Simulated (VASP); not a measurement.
# K (Im-3m) in VASP: a series of runs

The runs below take K through single point, relaxation of cell and atoms, with PBE.

Program: VASP 6.6.1. These are calculated values, not measurements. Logs are shortened: lines on timing, memory, paths and dates and some standing lists are left out, and cuts for length are marked.

### Step 1. The cell of the first run

The structure is cubic, space group Im-3m (No. 229). Conventional cell: a = 5.282 Å, b = 5.282 Å, c = 5.282 Å, α = 90.00°, β = 90.00°, γ = 90.00°.

### Step 2. Single point, PBE

INCAR reads:

```
  ALGO = Normal
  EDIFF = 1E-6
  ENCUT = 520
  GGA = PE
  ISIF = 2
  ISMEAR = 0
  LASPH = T
  LCHARG = F
  LREAL = F
  LWAVE = F
  NBANDS = 10
  NELM = 100
  PREC = Accurate
  SIGMA = 0.1
```

KPOINTS reads:

```
k-points
0
Gamma
  12 12 12
```

POSCAR reads:

```
K
1.0
   -2.6409252679      2.6409252679      2.6409252679
    2.6409252679     -2.6409252679      2.6409252679
    2.6409252679      2.6409252679     -2.6409252679
K
1
Direct
    0.0000000000      0.0000000000      0.0000000000
```

Potentials or basis: VASP PAW PBE potentials, release 64 (K_sv).

The run is started by

```
$ cat potpaw_PBE.64/K_sv/POTCAR > POTCAR
$ mpirun -np 1 vasp_std > vasp.out
```

OUTCAR:

```text
EDIFF = 1E-6
   ENCUT = 520
   GGA = PE
   ISIF = 2
   ISMEAR = 0
   LASPH = T
   LREAL = F
   NELM = 100
   PREC = Accurate

 ion  position               nearest neighbor table
   1  0.000  0.000  0.000-

  LATTYP: Found a body centered cubic cell.
 ALAT       =     5.2818505358

  Lattice vectors:

 A1 = (  -2.6409252679,   2.6409252679,   2.6409252679)
 A2 = (   2.6409252679,  -2.6409252679,   2.6409252679)
 A3 = (   2.6409252679,   2.6409252679,  -2.6409252679)

Analysis of symmetry for initial positions (statically):
=====================================================================
 Subroutine PRICEL returns:
 Original cell was already a primitive cell.

 Routine SETGRP: Setting up the symmetry group for a
 body centered cubic supercell.

 Subroutine GETGRP returns: Found 48 space group operations
 (whereof 48 operations were pure point group operations)
 out of a pool of 48 trial point group operations.

The static configuration has the point symmetry O_h .

Analysis of symmetry for dynamics (positions and initial velocities):
=====================================================================
 Subroutine PRICEL returns:
 Original cell was already a primitive cell.

 Routine SETGRP: Setting up the symmetry group for a
 body centered cubic supercell.

 Subroutine GETGRP returns: Found 48 space group operations
 (whereof 48 operations were pure point group operations)
 out of a pool of 48 trial point group operations.

The dynamic configuration has the point symmetry O_h .

 Subroutine INISYM returns: Found 48 space group operations
 (whereof 48 operations are pure point group operations),
 and found     1 'primitive' translations

----------------------------------------------------------------------------------------

                                     Primitive cell

  volume of cell :      73.6764

  direct lattice vectors                    reciprocal lattice vectors
    -2.640925268  2.640925268  2.640925268     0.000000000  0.189327584  0.189327584
     2.640925268 -2.640925268  2.640925268     0.189327584  0.000000000  0.189327584
     2.640925268  2.640925268 -2.640925268     0.189327584  0.189327584  0.000000000

  length of vectors
     4.574216743  4.574216743  4.574216743     0.267749637  0.267749637  0.267749637

  position of ions in fractional coordinates (direct lattice)
     0.000000000  0.000000000  0.000000000

  ion indices of the primitive-cell ions
   primitive index   ion index
                 1           1

----------------------------------------------------------------------------------------

 KPOINTS: k-points

Automatic generation of k-mesh.
 Grid dimensions read from file:
 generate k-points for:   12   12   12

 Generating k-lattice:

  Cartesian coordinates                     Fractional coordinates (reciprocal lattice)
     0.000000000  0.015777299  0.015777299     0.083333333  0.000000000  0.000000000
     0.015777299  0.000000000  0.015777299     0.000000000  0.083333333  0.000000000
     0.015777299  0.015777299  0.000000000     0.000000000  0.000000000  0.083333333

  Length of vectors
     0.022312470  0.022312470  0.022312470

  Shift w.r.t. Gamma in fractional coordinates (k-lattice)
     0.000000000  0.000000000  0.000000000

 Subroutine IBZKPT returns following result:
 ===========================================

 Found     72 irreducible k-points:

 Following reciprocal coordinates:
            Coordinates               Weight
  0.000000  0.000000  0.000000      1.000000
  0.083333  0.000000  0.000000     12.000000
  0.166667  0.000000  0.000000     12.000000
  0.250000  0.000000  0.000000     12.000000
  0.333333  0.000000  0.000000     12.000000
  0.416667  0.000000  0.000000     12.000000
[... 16 lines left out ...]
  0.333333  0.083333  0.083333     24.000000
  0.416667  0.083333  0.083333     12.000000
 [... further k-points ...]
   k-points           NKPTS =     72   k-points in BZ     NKDIM =     72   number of bands    NBANDS=     10
   number of dos      NEDOS =    301   number of ions     NIONS =      1
   total plane-waves  NPLWV =  46656
   dimension x,y,z NGX =    36 NGY =   36 NGZ =   36
   dimension x,y,z NGXF=    72 NGYF=   72 NGZF=   72
   ions per type =               1
   NGX,Y,Z   is equivalent  to a cutoff of  13.08, 13.08, 13.08 a.u.
   NGXF,Y,Z  is equivalent  to a cutoff of  26.17, 26.17, 26.17 a.u.
 SYSTEM =  unknown system
   PREC   = accura    normal or accurate (medium, high low for compatibility)
   ISTART =      0    job   : 0-new  1-cont  2-samecut
   ICHARG =      2    charge: 1-file 2-atom 10-const
   ISPIN  =      1    spin polarized calculation?
   LNONCOLLINEAR =      F non collinear calculations
   LSORBIT =      F    spin-orbit coupling
   LASPH  =      T    aspherical Exc in radial PAW
   ENCUT  =  520.0 eV  38.22 Ry    6.18 a.u.   8.51  8.51  8.51*2*pi/ulx,y,z
   NELM   =    100;   NELMIN=  2; NELMDL= -5     # of ELM steps
   EDIFF  = 0.1E-05   stopping-criterion for ELM
   LREAL  =      F    real-space projection
   EDIFFG = 0.1E-04   stopping-criterion for IOM
   NSW    =      0    number of steps for IOM
   IBRION =     -1    ionic relax: 0-MD 1-quasi-New 2-CG
   NFREE  =      0    steps in history (QN), initial steepest desc. (CG)
   ISIF   =      2    stress and relaxation
   ISYM   =      2    0-nonsym 1-usesym 2-fastsym
   POTIM  = 0.5000    time-step for ionic-motion
   TEBEG  =    0.0;   TEEND  =   0.0 temperature during run
   PSTRESS=    0.0 pullay stress
   NELECT =       9.0000    total number of electrons
   NUPDOWN=      -1.0000    fix difference up-down
   EMIN   =  10.00;   EMAX   =-10.00  energy-range for DOS
   EFERMI =   0.00;   METHOD = LEGACY
   ISMEAR =     0;   SIGMA  =   0.10  broadening in eV -4-tet -1-fermi 0-gaus
   EFERMI_NEDOS =   21; number of points for ismear=-14 and -15
   IALGO  =     38    algorithm
   IMIX   =      4    mixing-type and parameters
     AMIX     =   0.40;   BMIX     =  1.00
     AMIX_MAG =   1.60;   BMIX_MAG =  1.00
  volume/ion in A,a.u.               =      73.68       497.19
  Fermi-wavevector in a.u.,A,eV,Ry     =   0.812293  1.535012  8.977402  0.659820
  Thomas-Fermi vector in A             =   1.921810
   LORBIT       =      0    0 simple, 1 ext, 2 COOP (PROOUT), +10 PAW based schemes
   GGA     = PE    functional components
   LHFCALC =     F    Hartree Fock is set to
   AEXX    =    0.0000 exact exchange contribution
   IVDW    =     0    specifies the selected vdW correction
   LEPSILON=     F    determine dielectric tensor
   LRPA    =     F    only Hartree local field effects (RPA)
 non-spin polarized calculation
 Gauss-broadening in eV      SIGMA  =   0.10
  energy-cutoff  :      520.00
  volume of cell :       73.68
 maximum number of plane-waves:      2006
 NGX is ok and might be reduce to    36
   NGX = 17   NGY = 17   NGZ = 17

 number of electron       9.0000001 magnetization

 Free energy of the ion-electron system (eV)
  ---------------------------------------------------
  ext. energy  EPLUGINS =         0.00000000
  ---------------------------------------------------
  free energy    TOTEN  =        -1.04836763 eV

  energy without entropy =       -1.04345917  energy(sigma->0) =       -1.04591340

 E-fermi :  -0.1351     XC(G=0):  -5.6472

 val. band max:       -0.1564138425   @ k =   0.2500   0.2500   0.0000
 cond. band min:      -0.0906015148   @ k =   0.3333   0.1667   0.0000
 fundamental gap:      0.0658123277
 Fermi energy:        -0.1351459825

 k-point     1 :       0.0000    0.0000    0.0000
  band No.  band energies     occupation
      1     -32.2568      2.00000
      2     -15.7065      2.00000
      3     -15.7065      2.00000
      4     -15.7065      2.00000
      5      -2.2776      2.00000
      6       4.1688      0.00000
      7       4.1688      0.00000
      8       4.1688      0.00000
      9       5.0771      0.00000
     10       5.0771      0.00000

 k-point     2 :       0.0833    0.0000    0.0000
  band No.  band energies     occupation
      1     -32.2566      2.00000
      2     -15.7111      2.00000
      3     -15.7080      2.00000
      4     -15.7065      2.00000
      5      -2.1913      2.00000
      6       4.0388      0.00000
      7       4.0554      0.00000
      8       4.2374      0.00000
      9       4.9196      0.00000
     10       5.0540      0.00000

 k-point     3 :       0.1667    0.0000    0.0000
  band No.  band energies     occupation
      1     -32.2558      2.00000
      2     -15.7235      2.00000
      3     -15.7122      2.00000
      4     -15.7065      2.00000
      5      -1.9362      2.00000
      6       3.5366      0.00000
      7       3.7904      0.00000
      8       4.4410      0.00000
      9       4.8324      0.00000
     10       5.0180      0.00000

 k-point     4 :       0.2500    0.0000    0.0000
  band No.  band energies     occupation
      1     -32.2548      2.00000
      2     -15.7403      2.00000
      3     -15.7179      2.00000
      4     -15.7064      2.00000
      5      -1.5238      2.00000
      6       2.8110      0.00000
      7       3.4969      0.00000
      8       4.7737      0.00000
      9       4.8970      0.00000
     10       5.0299      0.00000
[... 222 lines left out ...]
 k-point    22 :       0.2500    0.0833    0.0833
  band No.  band energies     occupation
      1     -32.2536      2.00000
      2     -15.7576      2.00000
      3     -15.7234      2.00000
      4     -15.7104      2.00000
      5      -0.8171      2.00000
      6       2.0799      0.00000
      7       2.8455      0.00000
      8       4.7687      0.00000
      9       5.2142      0.00000
     10       5.3373      0.00000

 k-point    23 :       0.3333    0.0833    0.0833
  band No.  band energies     occupation
      1     -32.2530      2.00000
      2     -15.7659      2.00000
      3     -15.7294      2.00000
      4     -15.7106      2.00000
      5      -0.1622      1.29810
      6       1.3366      0.00000
      7       2.6996      0.00000
      8       4.5720      0.00000
      9       5.4610      0.00000
     10       5.5078      0.00000

 k-point    24 :       0.4167    0.0833    0.0833
  band No.  band energies     occupation
      1     -32.2527      2.00000
      2     -15.7688      2.00000
      3     -15.7317      2.00000
      4     -15.7107      2.00000
      5       0.4972      0.00000
      6       0.6485      0.00000
      7       2.6505      0.00000
      8       4.4667      0.00000
      9       5.5888      0.00000
     10       5.6241      0.00000

 [... further k-points ...]
[... 5 lines left out ...]
  --------------------------------------------------------------------------------------
  -------------------------------------------------------------------------------------
  Total       -0.0016117     -0.0016117     -0.0016117     -0.0000000     -0.0000000      0.0000000
  in kB       -0.0350478     -0.0350478     -0.0350478     -0.0000000     -0.0000000      0.0000000
  external PRESSURE =      -0.0350478 kB  Pullay stress =       0.0000000 kB

 VOLUME and BASIS-vectors are now :
 -----------------------------------------------------------------------------
  energy-cutoff  :      520.00
  volume of cell :       73.68
      direct lattice vectors                 reciprocal lattice vectors
    -2.640925268  2.640925268  2.640925268     0.000000000  0.189327584  0.189327584
     2.640925268 -2.640925268  2.640925268     0.189327584  0.000000000  0.189327584
     2.640925268  2.640925268 -2.640925268     0.189327584  0.189327584  0.000000000

 POSITION                                       TOTAL-FORCE (eV/Angst)
 -----------------------------------------------------------------------------------
      0.00000      0.00000      0.00000        -0.000000      0.000000     -0.000000
 -----------------------------------------------------------------------------------
    total drift:                               -0.000000      0.000000      0.000000

  FREE ENERGIE OF THE ION-ELECTRON SYSTEM (eV)
  ---------------------------------------------------
  free  energy   TOTEN  =        -1.0483676304 eV

  energy  without entropy=       -1.0434591675  energy(sigma->0) =       -1.04591340
```

It took 25 s on 1 thread of Intel Xeon Platinum 8488C (Sapphire Rapids), shared host; peak memory 0.22 GiB.

Results:

| Property | Result |
| --- | --- |
| Free energy | -1.0484 eV |
| Pressure | 0.0 GPa |

### Step 3. Single point, PBE

This run uses another cell than the first one, of 74.27 Å³/atom, 1.008 times its volume.

INCAR reads:

```
SYSTEM = K
PREC = Accurate
ENCUT = 520
EDIFF = 1E-7
ISMEAR = -1
SIGMA = 0.15
LREAL = .False.
LASPH = .True.
NELM = 60
ALGO = Normal
ISIF = 2
LWAVE = .False.
LCHARG = .True.
GGA = PE
LELF = .True.
LVHAR = .True.
NBANDS = 10
```

KPOINTS reads:

```
regular mesh
0
Gamma
  12 12 12
  0 0 0
```

POSCAR reads:

```
K
1.0
   -2.6479797532      2.6479797532      2.6479797532
    2.6479797532     -2.6479797532      2.6479797532
    2.6479797532      2.6479797532     -2.6479797532
K
1
Direct
    0.0000000000      0.0000000000      0.0000000000
```

Potentials or basis: VASP PAW PBE potentials, release 64 (K_sv).

The run is started by

```
$ cat potpaw_PBE.64/K_sv/POTCAR > POTCAR
$ mpirun -np 1 vasp_std > vasp.out
```

Wall time 30 s (1 thread of Intel Xeon Platinum 8488C (Sapphire Rapids), shared host); peak memory 0.22 GiB.

It converged, with:

- Free energy: -1.0762 eV
- Pressure: 0.0 GPa

Levels at points of the mesh, in eV from the Fermi level:
| k point | band 1 | band 2 | band 3 | band 4 | band 5 | band 6 | band 7 | band 8 | band 9 |
| --- | --- | --- | --- | --- | --- | --- | --- | --- | --- |
| (0.00, 0.00, 0.00) | -32.13 | -15.58 | -15.58 | -15.58 | -2.14 | 4.29 | 4.29 | 4.29 | 5.19 |
| (0.50, 0.00, 0.00) | -32.13 | -15.65 | -15.60 | -15.58 | 0.45 | 0.69 | 3.17 | 4.85 | 5.72 |
| (0.50, 0.50, 0.50) | -32.12 | -15.63 | -15.63 | -15.63 | 1.68 | 1.68 | 3.46 | 3.46 | 3.46 |

(Part 1 of 2 ends here.)
